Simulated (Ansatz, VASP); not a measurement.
## Hf2N in VASP and in Ansatz

```
Hf N
1.0
     5.25243    0.00000    0.00000
     0.00000    5.25243    0.00000
     0.00000    0.00000    3.20145
Hf N
4 2
Direct
  0.29528 0.29528 0.00000
  0.70472 0.70472 0.00000
  0.79528 0.20472 0.50000
  0.20472 0.79528 0.50000
  0.00000 0.00000 0.00000
  0.50000 0.50000 0.50000
```

Alike in both runs: functional LDA; k mesh 8 × 8 × 12; occupations fermi-dirac, width 0.15 eV; no spin polarisation.

Ansatz relaxed the structure, and its values are those at the end. VASP's run is a single point on that final structure, the one shown.

|  | VASP | Ansatz |
| --- | --- | --- |
| version | VASP 6.6.1 | Ansatz 0.2.0 |
| potentials or method | VASP PAW LDA potentials, release 64 (Hf_pv, N), cutoff 520 eV | scalar-relativistic, plane waves, PAW |
| valence electrons in the cell | 50 | 114 |

|  | VASP | Ansatz | Ansatz less VASP |
| --- | --- | --- | --- |
| gap on the k mesh at the Fermi level (eV) | none | none | - |
| pressure (GPa) | -0.2 | 0.0 | +0.21 |

LDA's correlation is that of Perdew and Zunger in VASP and of Perdew and Wang (1992) in Ansatz. A gap of «none» marks a metal or a gap that the smearing closes. VASP's potentials hold 50 valence electrons a cell and Ansatz's 114, so a difference there can come from the potentials and not from the codes.

Neither program's run includes spin-orbit coupling.
